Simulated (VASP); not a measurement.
# GaSb (I-4m2) in VASP: further runs

Runs on GaSb. Level: PBE. Tasks: single point.

Everything below comes from runs of VASP 6.6.1. Logs are shortened: lines on timing, memory, paths and dates and some standing lists are left out, and cuts for length are marked.

## 1. The cell of the first run

It takes space group I-4m2 (No. 119, tetragonal). The conventional cell has a = 4.233 Å, b = 4.233 Å, c = 6.670 Å, α = 90.00°, β = 90.00°, γ = 90.00°. Within 3.6 Å of Ga (site symmetry -4m2) lie 4 Sb at 2.69 Å. Within 3.6 Å of Sb (site symmetry -4m2) lie 4 Ga at 2.69 Å.

## 2. Single point, PBE

Input file INCAR:

```
SYSTEM = GaSb
PREC     = Accurate       ! precision mode
ENCUT    = 500            ! plane-wave cutoff, eV
EDIFF    = 1E-6           ! SCF threshold, eV
ISMEAR   = 0              ! smearing method
SIGMA    = 0.15           ! smearing width, eV
LREAL    = .False.        ! projectors in reciprocal space
LASPH    = .True.         ! aspherical terms in the spheres
NELM     = 120            ! most SCF steps
ALGO     = Normal         ! electronic algorithm
ISIF     = 2              ! what is computed and relaxed
LWAVE    = .False.        ! write WAVECAR
LCHARG   = .False.        ! write CHGCAR
GGA      = PE             ! functional
NBANDS   = 16             ! bands
GGA_COMPAT= .False.
```

Input file KPOINTS:

```
regular mesh
0
Gamma
  12 12 12
  0 0 0
```

Input file POSCAR:

```
GaSb
1.0
    0.0000000000      3.3349123101      2.9932803261
    2.9932803261      0.0000000000      2.9932803261
    2.9932803261      3.3349123101      0.0000000000
Ga Sb
1 1
Direct
    0.0000000000      0.0000000000      0.0000000000
    0.7500000000      0.7500000000      0.7500000000
```

Potentials or basis: VASP PAW PBE potentials, release 64 (Ga_d, Sb).

The run is started by

```bash
cat potpaw_PBE.64/Ga_d/POTCAR potpaw_PBE.64/Sb/POTCAR > POTCAR
mpirun -np 1 vasp_std > vasp.out
```

OUTCAR:

```text
SYSTEM = GaSb
   PREC = Accurate
   ENCUT = 500
   EDIFF = 1E-6
   ISMEAR = 0
   LREAL = .False.
   LASPH = .True.
   NELM = 120
   ISIF = 2
   GGA = PE

 ion  position               nearest neighbor table
   1  0.000  0.000  0.000-   2 2.69   2 2.69   2 2.69   2 2.69
   2  0.750  0.750  0.750-   1 2.69   1 2.69   1 2.69   1 2.69

  LATTYP: Found a body centered tetragonal cell.
 ALAT       =     4.2331376332
 C/A-ratio  =     1.5756219613

  Lattice vectors:

 A1 = (   0.0000000000,  -3.3349123101,   2.9932803261)
 A2 = (   0.0000000000,  -3.3349123101,  -2.9932803261)
 A3 = (   2.9932803261,   3.3349123101,   0.0000000000)

Analysis of symmetry for initial positions (statically):
=====================================================================
 Subroutine PRICEL returns:
 Original cell was already a primitive cell.

 Routine SETGRP: Setting up the symmetry group for a
 body centered tetragonal supercell.

 Subroutine GETGRP returns: Found  8 space group operations
 (whereof  8 operations were pure point group operations)
 out of a pool of 16 trial point group operations.

The static configuration has the point symmetry D_2d.

Analysis of symmetry for dynamics (positions and initial velocities):
=====================================================================
 Subroutine PRICEL returns:
 Original cell was already a primitive cell.

 Routine SETGRP: Setting up the symmetry group for a
 body centered tetragonal supercell.

 Subroutine GETGRP returns: Found  8 space group operations
 (whereof  8 operations were pure point group operations)
 out of a pool of 16 trial point group operations.

The dynamic configuration has the point symmetry D_2d.

 Subroutine INISYM returns: Found  8 space group operations
 (whereof  8 operations are pure point group operations),
 and found     1 'primitive' translations

----------------------------------------------------------------------------------------

                                     Primitive cell

  volume of cell :      59.7598

  direct lattice vectors                    reciprocal lattice vectors
     0.000000000  3.334912310  2.993280326    -0.167040820  0.149928980  0.167040820
     2.993280326  0.000000000  2.993280326     0.167040820 -0.149928980  0.167040820
     2.993280326  3.334912310  0.000000000     0.167040820  0.149928980 -0.167040820

  length of vectors
     4.481223854  4.233137633  4.481223854     0.279792727  0.279792727  0.279792727

  position of ions in fractional coordinates (direct lattice)
     0.000000000  0.000000000  0.000000000
     0.750000000  0.750000000  0.750000000

  ion indices of the primitive-cell ions
   primitive index   ion index
                 1           1
                 2           2

----------------------------------------------------------------------------------------

 KPOINTS: regular mesh

Automatic generation of k-mesh.
 Grid dimensions read from file:
 generate k-points for:   12   12   12

 Generating k-lattice:

  Cartesian coordinates                     Fractional coordinates (reciprocal lattice)
    -0.013920068  0.012494082  0.013920068     0.083333333  0.000000000 -0.000000000
     0.013920068 -0.012494082  0.013920068     0.000000000  0.083333333  0.000000000
     0.013920068  0.012494082 -0.013920068    -0.000000000  0.000000000  0.083333333

  Length of vectors
     0.023316061  0.023316061  0.023316061

  Shift w.r.t. Gamma in fractional coordinates (k-lattice)
     0.000000000  0.000000000  0.000000000

 Subroutine IBZKPT returns following result:
 ===========================================

 Found    163 irreducible k-points:

 Following reciprocal coordinates:
            Coordinates               Weight
  0.000000  0.000000  0.000000      1.000000
  0.083333  0.000000  0.000000      8.000000
  0.166667  0.000000  0.000000      8.000000
  0.250000  0.000000  0.000000      8.000000
  0.333333  0.000000  0.000000      8.000000
  0.416667  0.000000  0.000000      8.000000
[... 16 lines left out ...]
  0.500000  0.166667 -0.000000     16.000000
 -0.416667  0.166667 -0.000000     16.000000
 [... further k-points ...]
   k-points           NKPTS =    163   k-points in BZ     NKDIM =    163   number of bands    NBANDS=     16
   number of dos      NEDOS =    301   number of ions     NIONS =      2
   total plane-waves  NPLWV =  41472
   dimension x,y,z NGX =    36 NGY =   32 NGZ =   36
   dimension x,y,z NGXF=    72 NGYF=   64 NGZF=   72
   ions per type =               1   1
   NGX,Y,Z   is equivalent  to a cutoff of  13.36, 12.57, 13.36 a.u.
   NGXF,Y,Z  is equivalent  to a cutoff of  26.71, 25.13, 26.71 a.u.
 SYSTEM =  GaSb
   PREC   = accura    normal or accurate (medium, high low for compatibility)
   ISTART =      0    job   : 0-new  1-cont  2-samecut
   ICHARG =      2    charge: 1-file 2-atom 10-const
   ISPIN  =      1    spin polarized calculation?
   LNONCOLLINEAR =      F non collinear calculations
   LSORBIT =      F    spin-orbit coupling
   LASPH  =      T    aspherical Exc in radial PAW
   ENCUT  =  500.0 eV  36.75 Ry    6.06 a.u.   8.17  7.72  8.17*2*pi/ulx,y,z
   NELM   =    120;   NELMIN=  2; NELMDL= -5     # of ELM steps
   EDIFF  = 0.1E-05   stopping-criterion for ELM
   LREAL  =      F    real-space projection
   EDIFFG = 0.1E-04   stopping-criterion for IOM
   NSW    =      0    number of steps for IOM
   IBRION =     -1    ionic relax: 0-MD 1-quasi-New 2-CG
   NFREE  =      0    steps in history (QN), initial steepest desc. (CG)
   ISIF   =      2    stress and relaxation
   ISYM   =      2    0-nonsym 1-usesym 2-fastsym
   POTIM  = 0.5000    time-step for ionic-motion
   TEBEG  =    0.0;   TEEND  =   0.0 temperature during run
   PSTRESS=    0.0 pullay stress
   NELECT =      18.0000    total number of electrons
   NUPDOWN=      -1.0000    fix difference up-down
   EMIN   =  10.00;   EMAX   =-10.00  energy-range for DOS
   EFERMI =   0.00;   METHOD = LEGACY
   ISMEAR =     0;   SIGMA  =   0.15  broadening in eV -4-tet -1-fermi 0-gaus
   EFERMI_NEDOS =   21; number of points for ismear=-14 and -15
   IALGO  =     38    algorithm
   IMIX   =      4    mixing-type and parameters
     AMIX     =   0.40;   BMIX     =  1.00
     AMIX_MAG =   1.60;   BMIX_MAG =  1.00
  volume/ion in A,a.u.               =      29.88       201.64
  Fermi-wavevector in a.u.,A,eV,Ry     =   1.097394  2.073774 16.385138  1.204274
  Thomas-Fermi vector in A             =   2.233753
   LORBIT       =      0    0 simple, 1 ext, 2 COOP (PROOUT), +10 PAW based schemes
   GGA     = PE    functional components
   LHFCALC =     F    Hartree Fock is set to
   AEXX    =    0.0000 exact exchange contribution
   IVDW    =     0    specifies the selected vdW correction
   LEPSILON=     F    determine dielectric tensor
   LRPA    =     F    only Hartree local field effects (RPA)
 non-spin polarized calculation
 Gauss-broadening in eV      SIGMA  =   0.15
  energy-cutoff  :      500.00
  volume of cell :       59.76
 maximum number of plane-waves:      1538
 NGX is ok and might be reduce to    36

 number of electron      17.9999998 magnetization

 Free energy of the ion-electron system (eV)
  ---------------------------------------------------
  ext. energy  EPLUGINS =         0.00000000
  ---------------------------------------------------
  free energy    TOTEN  =        -7.30533965 eV

  energy without entropy =       -7.30396216  energy(sigma->0) =       -7.30465091

 E-fermi :   4.6243     XC(G=0):  -8.9167

 val. band max:        4.6145385161   @ k =   0.5000   0.0000   0.0000
 cond. band min:       4.6691685367   @ k =   0.0000   0.0000   0.0000
 fundamental gap:      0.0546300205
 Fermi energy:         4.6242922429

 k-point     1 :       0.0000    0.0000    0.0000
  band No.  band energies     occupation
      1     -10.5225      2.00000
      2     -10.5074      2.00000
      3     -10.5074      2.00000
      4     -10.4771      2.00000
      5     -10.4649      2.00000
      6      -6.7255      2.00000
[... 8 lines left out ...]
     15      11.9350      0.00000
     16      12.7048      0.00000

 k-point     2 :       0.0833    0.0000    0.0000
  band No.  band energies     occupation
      1     -10.5222      2.00000
      2     -10.5084      2.00000
      3     -10.5067      2.00000
      4     -10.4773      2.00000
      5     -10.4648      2.00000
      6      -6.6575      2.00000
[... 8 lines left out ...]
     15      11.6221      0.00000
     16      13.2178      0.00000

 k-point     3 :       0.1667    0.0000    0.0000
  band No.  band energies     occupation
      1     -10.5225      2.00000
      2     -10.5105      2.00000
      3     -10.5050      2.00000
      4     -10.4778      2.00000
      5     -10.4644      2.00000
      6      -6.4581      2.00000
[... 8 lines left out ...]
     15      11.6934      0.00000
     16      12.5627      0.00000

 k-point     4 :       0.2500    0.0000    0.0000
  band No.  band energies     occupation
      1     -10.5252      2.00000
      2     -10.5109      2.00000
      3     -10.5028      2.00000
      4     -10.4783      2.00000
      5     -10.4637      2.00000
      6      -6.1428      2.00000
[... 8 lines left out ...]
     15      12.1854      0.00000
     16      12.2903      0.00000
[... 324 lines left out ...]
 k-point    22 :       0.4167    0.1667    0.0000
  band No.  band energies     occupation
      1     -10.5344      2.00000
      2     -10.5062      2.00000
      3     -10.4992      2.00000
      4     -10.4811      2.00000
      5     -10.4619      2.00000
      6      -5.3605      2.00000
[... 8 lines left out ...]
     15      13.3769      0.00000
     16      14.5872      0.00000

 k-point    23 :       0.5000    0.1667   -0.0000
  band No.  band energies     occupation
      1     -10.5368      2.00000
      2     -10.5049      2.00000
      3     -10.4986      2.00000
      4     -10.4807      2.00000
      5     -10.4617      2.00000
      6      -5.0514      2.00000
[... 8 lines left out ...]
     15      13.7982      0.00000
     16      14.4461      0.00000

 k-point    24 :      -0.4167    0.1667   -0.0000
  band No.  band energies     occupation
      1     -10.5369      2.00000
      2     -10.5046      2.00000
      3     -10.4987      2.00000
      4     -10.4801      2.00000
      5     -10.4620      2.00000
      6      -5.0225      2.00000
[... 8 lines left out ...]
     15      13.4194      0.00000
     16      13.8731      0.00000

 [... further k-points ...]

------------------------ aborting loop because EDIFF is reached ----------------------------------------

  FORCE on cell =-STRESS in cart. coord.  units (eV):
  Direction    XX          YY          ZZ          XY          YZ          ZX
  --------------------------------------------------------------------------------------
  -------------------------------------------------------------------------------------
  Total        0.7224460     -1.2262987      0.7224460     -0.0000000      0.0000000      0.0000000
  in kB       19.3689801    -32.8774130     19.3689801     -0.0000000      0.0000000      0.0000000
  external PRESSURE =       1.9535158 kB  Pullay stress =       0.0000000 kB

 VOLUME and BASIS-vectors are now :
 -----------------------------------------------------------------------------
  energy-cutoff  :      500.00
  volume of cell :       59.76
      direct lattice vectors                 reciprocal lattice vectors
     0.000000000  3.334912310  2.993280326    -0.167040820  0.149928980  0.167040820
     2.993280326  0.000000000  2.993280326     0.167040820 -0.149928980  0.167040820
     2.993280326  3.334912310  0.000000000     0.167040820  0.149928980 -0.167040820

 POSITION                                       TOTAL-FORCE (eV/Angst)
 -----------------------------------------------------------------------------------
      0.00000      0.00000      0.00000         0.000000      0.000000      0.000000
      4.48992      5.00237      4.48992        -0.000000     -0.000000     -0.000000
 -----------------------------------------------------------------------------------
    total drift:                               -0.000003      0.000003     -0.000003

  FREE ENERGIE OF THE ION-ELECTRON SYSTEM (eV)
  ---------------------------------------------------
  free  energy   TOTEN  =        -7.3053396498 eV

  energy  without entropy=       -7.3039621634  energy(sigma->0) =       -7.30465091
```

Wall time 57 s (1 thread of Intel Xeon 6975P-C (Granite Rapids), shared host); peak memory 0.3 GiB.

Results:

- Free energy: -7.3053 eV
- Pressure: 0.2 GPa
- Band gap on the k mesh: zero (bands 9 and 10 overlap by 0.05 eV)

Caveat: the cell differs from its parent crystal (strain +e along x and -e along y +0.0000, strain +e along z and -e/2 along x and y +0.0733); the stress differs along the axes, from -3 to 2 GPa; semilocal functionals underestimate gaps, and a narrow one can read as zero; spin-orbit coupling is left out, which moves the levels of the heavy elements.

## 3. Single point, PBE

This run uses another cell than the first one, of the same volume but with other edges.

Input file INCAR:

```
SYSTEM = GaSb
ALGO = Normal
EDIFF = 1E-6
ENCUT = 500
GGA = PE
GGA_COMPAT = .False.
ISIF = 2
ISMEAR = 0
LASPH = .True.
LCHARG = .True.
LELF = .True.
LREAL = .False.
LVHAR = .True.
LWAVE = .False.
NBANDS = 16
NELM = 120
PREC = Accurate
SIGMA = 0.15
```

Input file KPOINTS:

```
k-points
0
Gamma
  12 12 12
  0 0 0
```

Input file POSCAR:

```
GaSb
1.0
    0.0000000000      2.8794029981      3.2210349821
    3.2210349821      0.0000000000      3.2210349821
    3.2210349821      2.8794029981      0.0000000000
Ga Sb
1 1
Direct
    0.0000000000      0.0000000000      0.0000000000
    0.7500000000      0.7500000000      0.7500000000
```

Potentials or basis: VASP PAW PBE potentials, release 64 (Ga_d, Sb).

The run is started by

```bash
cat potpaw_PBE.64/Ga_d/POTCAR potpaw_PBE.64/Sb/POTCAR > POTCAR
mpirun -np 1 vasp_std > vasp.out
```

It took 52 s on 1 thread of Intel Xeon 6975P-C (Granite Rapids), shared host; peak memory 0.29 GiB.

The run converged. Its results:

| Quantity | Value |
| --- | --- |
| Free energy | -7.3169 eV |
| Pressure | 0.1 GPa |
| Band gap on the k mesh | 0.13 eV (least direct gap 0.53 eV) |

Stress tensor (GPa, compression positive):
```
-1.10  0.00  0.00
 0.00  2.57  0.00
 0.00  0.00 -1.10
```

Levels at points of the mesh, in eV from the valence-band top:
```tsv
k point	band 7	band 8	band 9	band 10	band 11	band 12
(0.00, 0.00, 0.00)	-0.40	-0.24	-0.24	0.28	2.58	2.90
(0.50, 0.00, 0.00)	-6.21	-1.50	-0.78	0.13	3.41	4.11
(0.50, 0.50, 0.00)	-6.82	-2.27	-2.19	1.18	1.50	7.80
(0.50, 0.00, 0.50)	-6.34	-2.88	-2.88	0.37	0.89	8.38
```

Caveat: the cell differs from its parent crystal (strain +e along x and -e along y +0.0000, strain +e along z and -e/2 along x and y -0.0733); semilocal functionals underestimate gaps, and a narrow one can read as zero; spin-orbit coupling is left out, which moves the levels of the heavy elements.

## 4. Single point, PBE

Input file INCAR:

```
PREC = Accurate ; ENCUT = 500
EDIFF = 1E-6 ; ISMEAR = 0
SIGMA = 0.15 ; LREAL = F
LASPH = T ; NELM = 120
ALGO = Normal ; ISIF = 2
LWAVE = F ; LCHARG = T
GGA = PE ; LELF = T
LVHAR = T ; NBANDS = 16
GGA_COMPAT = F
```

Input file KPOINTS:

```
regular mesh
0
Gamma
  12 12 12
```

Input file POSCAR:

```
GaSb
1.0
    0.0000000000      2.9931249682      3.1641739971
    3.1641739971      0.0000000000      3.1641739971
    3.1641739971      2.9931249682      0.0000000000
Ga Sb
1 1
Direct
    0.0000000000      0.0000000000      0.0000000000
    0.7500000000      0.7500000000      0.7500000000
```

The run is started by

```bash
cat potpaw_PBE.64/Ga_d/POTCAR potpaw_PBE.64/Sb/POTCAR > POTCAR
mpirun -np 1 vasp_std > vasp.out
```

Run time: 54 s. Hardware: 1 thread of Intel Xeon 6975P-C (Granite Rapids), shared host; peak memory 0.29 GiB.

It converged, with:

- Free energy: -7.3582 eV
- Pressure: 0.1 GPa
- Band gap on the k mesh: 0.20 eV (least direct gap 0.28 eV)

Stress tensor (GPa, compression positive):
```
-0.61  0.00  0.00
 0.00  1.46  0.00
 0.00  0.00 -0.61
```

Levels at points of the mesh, in eV from the valence-band top:
```
           k point  band 7  band 8  band 9  band 10  band 11  band 12
(0.00, 0.00, 0.00)   -0.29   -0.08   -0.08     0.20     2.71     2.87
(0.50, 0.00, 0.00)   -6.13   -1.26   -0.88     0.29     3.62     3.94
(0.50, 0.50, 0.00)   -6.67   -2.31   -2.27     1.10     1.46     8.22
(0.50, 0.00, 0.50)   -6.43   -2.61   -2.61     0.70     1.15     8.42
```

Caveat: the cell differs from its parent crystal (strain +e along x and -e along y +0.0000, strain +e along z and -e/2 along x and y -0.0367); semilocal functionals underestimate gaps, and a narrow one can read as zero; spin-orbit coupling is left out, which moves the levels of the heavy elements.

## 5. The runs side by side

| cell | gap on the mesh (eV) | pressure (GPa) |
| --- | --- | --- |
| a = 4.481, b = 4.233 Å, angles 61.8, 56.4, 61.8°, 2 atoms | none | 0.2 |
| a = 4.320, b = 4.555 Å, angles 58.2, 63.6, 58.2°, 2 atoms | 0.13 | 0.1 |
| a = 4.356, b = 4.475 Å, angles 59.1, 61.8, 59.1°, 2 atoms | 0.20 | 0.1 |

Alike in all rows: task single point; level PBE; potentials or basis VASP PAW PBE potentials, release 64 (Ga_d, Sb); no spin polarisation; k mesh 12 × 12 × 12; cutoff (eV) 500; smearing gaussian 0.15 eV.

Caveats: semilocal functionals underestimate gaps, and a narrow one can read as zero; spin-orbit coupling is left out, which moves the levels of the heavy elements; the stress differs along the axes, from -3 to 2 GPa (at least some runs).

Total energies depend on the potentials used, so only differences within one code and one set of settings carry meaning.

The gap in the log of VASP goes by the Fermi energy; the results here count the filled bands.